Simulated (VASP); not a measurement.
# NaH (P4mm) in VASP: notebook

NaH is run at these levels: PBEsol; tasks: single point.

All numbers are computed with VASP 6.6.1; they aren't measurements. Logs are shortened: lines on timing, memory, paths and dates and some standing lists are left out, and cuts for length are marked.

### 1 The cell of the first run

Symmetry: P4mm, No. 99, tetragonal system. The conventional cell has a = 2.955 Å, b = 2.955 Å, c = 2.955 Å, α = 90.00°, β = 90.00°, γ = 90.00°. Na (site symmetry 4mm) has 8 H at 2.27 to 2.95 Å and 6 Na at 2.96 Å within 3.0 Å. H (site symmetry 4mm) has 8 Na at 2.27 to 2.95 Å and 6 H at 2.96 Å within 3.0 Å.

### 2 Single point, PBEsol (atom 1 (Na) moved by (+0.000, -0.600) A along [1 1 0] and z)

File INCAR:

```
  ALGO = Normal
  EDIFF = 1E-6
  ENCUT = 500
  GGA = PS
  GGA_COMPAT = F
  ISIF = 2
  ISMEAR = 0
  LASPH = T
  LCHARG = T
  LELF = T
  LREAL = F
  LVHAR = T
  LWAVE = F
  NBANDS = 11
  NELM = 120
  PREC = Accurate
  SIGMA = 0.05
```

File KPOINTS:

```
k-points
0
Gamma
  10 10 10
```

File POSCAR:

```
NaH
1.0
    2.9551240000      0.0000000000      0.0000000000
    0.0000000000      2.9551240000      0.0000000000
    0.0000000000      0.0000000000      2.9551240000
Na H
1 1
Direct
    0.0000000000      0.0000000000     -0.2030371653
    0.5000000000      0.5000000000      0.5000000000
```

Potentials or basis: VASP PAW PBE potentials, release 64 (Na_pv, H).

Started as:

```console
$ cat potpaw_PBE.64/Na_pv/POTCAR potpaw_PBE.64/H/POTCAR > POTCAR
$ mpirun -np 1 vasp_std > vasp.out
```

OUTCAR:

```text
EDIFF = 1E-6
   ENCUT = 500
   GGA = PS
   ISIF = 2
   ISMEAR = 0
   LASPH = T
   LREAL = F
   NELM = 120
   PREC = Accurate

 ion  position               nearest neighbor table
   1  0.000  0.000  0.797-
   2  0.500  0.500  0.500-

  LATTYP: Found a simple cubic cell.
 ALAT       =     2.9551240000

  Lattice vectors:

 A1 = (   2.9551240000,   0.0000000000,   0.0000000000)
 A2 = (   0.0000000000,   2.9551240000,   0.0000000000)
 A3 = (   0.0000000000,   0.0000000000,   2.9551240000)

Analysis of symmetry for initial positions (statically):
=====================================================================
 Subroutine PRICEL returns:
 Original cell was already a primitive cell.

 Routine SETGRP: Setting up the symmetry group for a
 simple cubic supercell.

 Subroutine GETGRP returns: Found  8 space group operations
 (whereof  8 operations were pure point group operations)
 out of a pool of 48 trial point group operations.

The static configuration has the point symmetry C_4v.

Analysis of symmetry for dynamics (positions and initial velocities):
=====================================================================
 Subroutine PRICEL returns:
 Original cell was already a primitive cell.

 Routine SETGRP: Setting up the symmetry group for a
 simple cubic supercell.

 Subroutine GETGRP returns: Found  8 space group operations
 (whereof  8 operations were pure point group operations)
 out of a pool of 48 trial point group operations.

The dynamic configuration has the point symmetry C_4v.

 Subroutine INISYM returns: Found  8 space group operations
 (whereof  8 operations are pure point group operations),
 and found     1 'primitive' translations

----------------------------------------------------------------------------------------

                                     Primitive cell

  volume of cell :      25.8064

  direct lattice vectors                    reciprocal lattice vectors
     2.955124000  0.000000000  0.000000000     0.338395275  0.000000000  0.000000000
     0.000000000  2.955124000  0.000000000     0.000000000  0.338395275  0.000000000
     0.000000000  0.000000000  2.955124000     0.000000000  0.000000000  0.338395275

  length of vectors
     2.955124000  2.955124000  2.955124000     0.338395275  0.338395275  0.338395275

  position of ions in fractional coordinates (direct lattice)
     0.000000000  0.000000000  0.796962835
     0.500000000  0.500000000  0.500000000

  ion indices of the primitive-cell ions
   primitive index   ion index
                 1           1
                 2           2

----------------------------------------------------------------------------------------

 KPOINTS: k-points

Automatic generation of k-mesh.
 Grid dimensions read from file:
 generate k-points for:   10   10   10

 Generating k-lattice:

  Cartesian coordinates                     Fractional coordinates (reciprocal lattice)
     0.033839528  0.000000000  0.000000000     0.100000000  0.000000000  0.000000000
     0.000000000  0.033839528  0.000000000     0.000000000  0.100000000  0.000000000
     0.000000000  0.000000000  0.033839528     0.000000000  0.000000000  0.100000000

  Length of vectors
     0.033839528  0.033839528  0.033839528

  Shift w.r.t. Gamma in fractional coordinates (k-lattice)
     0.000000000  0.000000000  0.000000000

 Subroutine IBZKPT returns following result:
 ===========================================

 Found    126 irreducible k-points:

 Following reciprocal coordinates:
            Coordinates               Weight
  0.000000  0.000000  0.000000      1.000000
  0.100000  0.000000  0.000000      4.000000
  0.000000  0.000000  0.100000      2.000000
  0.200000  0.000000  0.000000      4.000000
  0.000000  0.000000  0.200000      2.000000
  0.300000  0.000000  0.000000      4.000000
[... 16 lines left out ...]
  0.500000  0.100000  0.000000      4.000000
  0.000000  0.500000  0.100000      4.000000
 [... further k-points ...]
   k-points           NKPTS =    126   k-points in BZ     NKDIM =    126   number of bands    NBANDS=     11
   number of dos      NEDOS =    301   number of ions     NIONS =      2
   total plane-waves  NPLWV =  13824
   dimension x,y,z NGX =    24 NGY =   24 NGZ =   24
   dimension x,y,z NGXF=    48 NGYF=   48 NGZF=   48
   ions per type =               1   1
   NGX,Y,Z   is equivalent  to a cutoff of  13.50, 13.50, 13.50 a.u.
   NGXF,Y,Z  is equivalent  to a cutoff of  27.00, 27.00, 27.00 a.u.
 SYSTEM =  unknown system
   PREC   = accura    normal or accurate (medium, high low for compatibility)
   ISTART =      0    job   : 0-new  1-cont  2-samecut
   ICHARG =      2    charge: 1-file 2-atom 10-const
   ISPIN  =      1    spin polarized calculation?
   LNONCOLLINEAR =      F non collinear calculations
   LSORBIT =      F    spin-orbit coupling
   LASPH  =      T    aspherical Exc in radial PAW
   ENCUT  =  500.0 eV  36.75 Ry    6.06 a.u.   5.39  5.39  5.39*2*pi/ulx,y,z
   NELM   =    120;   NELMIN=  2; NELMDL= -5     # of ELM steps
   EDIFF  = 0.1E-05   stopping-criterion for ELM
   LREAL  =      F    real-space projection
   EDIFFG = 0.1E-04   stopping-criterion for IOM
   NSW    =      0    number of steps for IOM
   IBRION =     -1    ionic relax: 0-MD 1-quasi-New 2-CG
   NFREE  =      0    steps in history (QN), initial steepest desc. (CG)
   ISIF   =      2    stress and relaxation
   ISYM   =      2    0-nonsym 1-usesym 2-fastsym
   POTIM  = 0.5000    time-step for ionic-motion
   TEBEG  =    0.0;   TEEND  =   0.0 temperature during run
   PSTRESS=    0.0 pullay stress
   NELECT =       8.0000    total number of electrons
   NUPDOWN=      -1.0000    fix difference up-down
   EMIN   =  10.00;   EMAX   =-10.00  energy-range for DOS
   EFERMI =   0.00;   METHOD = LEGACY
   ISMEAR =     0;   SIGMA  =   0.05  broadening in eV -4-tet -1-fermi 0-gaus
   EFERMI_NEDOS =   21; number of points for ismear=-14 and -15
   IALGO  =     38    algorithm
   IMIX   =      4    mixing-type and parameters
     AMIX     =   0.40;   BMIX     =  1.00
     AMIX_MAG =   1.60;   BMIX_MAG =  1.00
  volume/ion in A,a.u.               =      12.90        87.08
  Fermi-wavevector in a.u.,A,eV,Ry     =   1.107973  2.093765 16.702564  1.227604
  Thomas-Fermi vector in A             =   2.244494
   LORBIT       =      0    0 simple, 1 ext, 2 COOP (PROOUT), +10 PAW based schemes
   GGA     = PS    functional components
   LHFCALC =     F    Hartree Fock is set to
   AEXX    =    0.0000 exact exchange contribution
   IVDW    =     0    specifies the selected vdW correction
   LEPSILON=     F    determine dielectric tensor
   LRPA    =     F    only Hartree local field effects (RPA)
 non-spin polarized calculation
 Gauss-broadening in eV      SIGMA  =   0.05
  energy-cutoff  :      500.00
  volume of cell :       25.81
 maximum number of plane-waves:       691
 NGX is ok and might be reduce to    24
   NGX = 11   NGY = 11   NGZ = 11

 number of electron       8.0000004 magnetization

 Free energy of the ion-electron system (eV)
  ---------------------------------------------------
  ext. energy  EPLUGINS =         0.00000000
  ---------------------------------------------------
  free energy    TOTEN  =        -4.71149340 eV

  energy without entropy =       -4.71149340  energy(sigma->0) =       -4.71149340

 E-fermi :   1.3094     XC(G=0):  -8.1907

 val. band max:        1.0654136869   @ k =   0.5000   0.5000   0.5000
 cond. band min:       1.9975553297   @ k =   0.0000   0.0000   0.5000
 fundamental gap:      0.9321416427
 Fermi energy:         1.3094367904

 k-point     1 :       0.0000    0.0000    0.0000
  band No.  band energies     occupation
      1     -23.0238      2.00000
      2     -22.9627      2.00000
      3     -22.9627      2.00000
      4      -4.6740      2.00000
      5       8.8723      0.00000
      6      12.0785      0.00000
      7      12.3491      0.00000
      8      13.7262      0.00000
      9      13.7262      0.00000
     10      15.7428      0.00000
     11      26.5312      0.00000

 k-point     2 :       0.1000    0.0000    0.0000
  band No.  band energies     occupation
      1     -23.0222      2.00000
      2     -22.9810      2.00000
      3     -22.9611      2.00000
      4      -4.5155      2.00000
      5       8.3187      0.00000
      6      10.9959      0.00000
      7      12.4872      0.00000
      8      13.8403      0.00000
      9      14.7225      0.00000
     10      16.9114      0.00000
     11      24.5076      0.00000

 k-point     3 :       0.0000    0.0000    0.1000
  band No.  band energies     occupation
      1     -23.0414      2.00000
      2     -22.9611      2.00000
      3     -22.9611      2.00000
      4      -4.5173      2.00000
      5       8.0647      0.00000
      6      12.0473      0.00000
      7      12.2419      0.00000
      8      13.8504      0.00000
      9      13.8504      0.00000
     10      17.2427      0.00000
     11      25.1772      0.00000

 k-point     4 :       0.2000    0.0000    0.0000
  band No.  band energies     occupation
      1     -23.0290      2.00000
      2     -23.0177      2.00000
      3     -22.9569      2.00000
      4      -4.0554      2.00000
      5       6.5567      0.00000
      6      10.7332      0.00000
      7      12.9189      0.00000
      8      14.1757      0.00000
      9      15.3764      0.00000
     10      19.7332      0.00000
     11      22.1771      0.00000
[... 239 lines left out ...]
 k-point    22 :       0.1000    0.0000    0.4000
  band No.  band energies     occupation
      1     -23.1857      2.00000
      2     -22.9651      2.00000
      3     -22.9467      2.00000
      4      -2.4311      2.00000
      5       2.8531      0.00000
      6      11.6175      0.00000
      7      13.8420      0.00000
      8      15.6812      0.00000
      9      16.2264      0.00000
     10      18.3268      0.00000
     11      19.4712      0.00000

 k-point    23 :       0.5000    0.1000    0.0000
  band No.  band energies     occupation
      1     -23.1483      2.00000
      2     -23.0056      2.00000
      3     -22.9624      2.00000
      4      -2.0314      2.00000
      5       2.4275      0.00000
      6      10.9672      0.00000
      7      14.3875      0.00000
      8      14.8127      0.00000
      9      17.1299      0.00000
     10      18.9622      0.00000
     11      19.2600      0.00000

 k-point    24 :       0.0000    0.5000    0.1000
  band No.  band energies     occupation
      1     -23.1487      2.00000
      2     -23.0232      2.00000
      3     -22.9445      2.00000
      4      -2.0243      2.00000
      5       2.4287      0.00000
      6      10.9134      0.00000
      7      14.3387      0.00000
      8      15.7291      0.00000
      9      15.8025      0.00000
     10      19.1183      0.00000
     11      19.1824      0.00000

 [... further k-points ...]
[... 5 lines left out ...]
  --------------------------------------------------------------------------------------
  -------------------------------------------------------------------------------------
  Total        0.3391351      0.3391351      0.4309095      0.0000000     -0.0000000      0.0000000
  in kB       21.0550481     21.0550481     26.7528200      0.0000000     -0.0000000      0.0000000
  external PRESSURE =      22.9543054 kB  Pullay stress =       0.0000000 kB

 VOLUME and BASIS-vectors are now :
 -----------------------------------------------------------------------------
  energy-cutoff  :      500.00
  volume of cell :       25.81
      direct lattice vectors                 reciprocal lattice vectors
     2.955124000  0.000000000  0.000000000     0.338395275  0.000000000  0.000000000
     0.000000000  2.955124000  0.000000000     0.000000000  0.338395275  0.000000000
     0.000000000  0.000000000  2.955124000     0.000000000  0.000000000  0.338395275

 POSITION                                       TOTAL-FORCE (eV/Angst)
 -----------------------------------------------------------------------------------
      0.00000      0.00000      2.35512         0.000000      0.000000      0.242347
      1.47756      1.47756      1.47756        -0.000000     -0.000000     -0.242347
 -----------------------------------------------------------------------------------
    total drift:                                0.000000      0.000000     -0.000443

  FREE ENERGIE OF THE ION-ELECTRON SYSTEM (eV)
  ---------------------------------------------------
  free  energy   TOTEN  =        -4.7114934047 eV

  energy  without entropy=       -4.7114934047  energy(sigma->0) =       -4.71149340
```

Wall time 32 s (1 thread of AMD EPYC 7R43 (Zen 3), shared host); peak memory 0.11 GiB.

What came out:

```yaml
Free_energy: -4.7115 eV
Pressure: 2.3 GPa
Largest_force: 0.242 eV/Å
Band_gap_on_the_k_mesh: 0.93 eV (least direct gap 4.13 eV)
```

Forces on the atoms (eV/Å):
```
Na   0.000  0.000  0.242
H    0.000  0.000 -0.242
```

Levels at points of the mesh, in eV from the valence-band top:
```tsv
k point	band 1	band 2	band 3	band 4	band 5	band 6	band 7	band 8
(0.00, 0.00, 0.00)	-24.09	-24.03	-24.03	-5.74	7.81	11.01	11.28	12.66
(0.50, 0.00, 0.00)	-24.22	-24.07	-24.01	-3.21	1.18	10.69	14.11	14.57
(0.00, 0.00, 0.50)	-24.27	-24.01	-24.01	-3.20	0.93	12.06	14.11	14.91
(0.50, 0.50, 0.00)	-24.18	-24.18	-24.06	-1.60	4.39	4.39	7.00	15.51
(0.00, 0.50, 0.50)	-24.24	-24.19	-24.00	-1.47	4.22	4.55	6.71	15.43
(0.50, 0.50, 0.50)	-24.21	-24.16	-24.16	0.00	7.19	7.19	7.54	9.02
```

Caveat: the cell differs from its parent crystal (atom 1 (Na) moved by (+0.000, -0.600) A along [1 1 0] and z); the PAW data sets were made with another functional, which shifts forces and pressure a little.

(Part 1 of 2 ends here.)
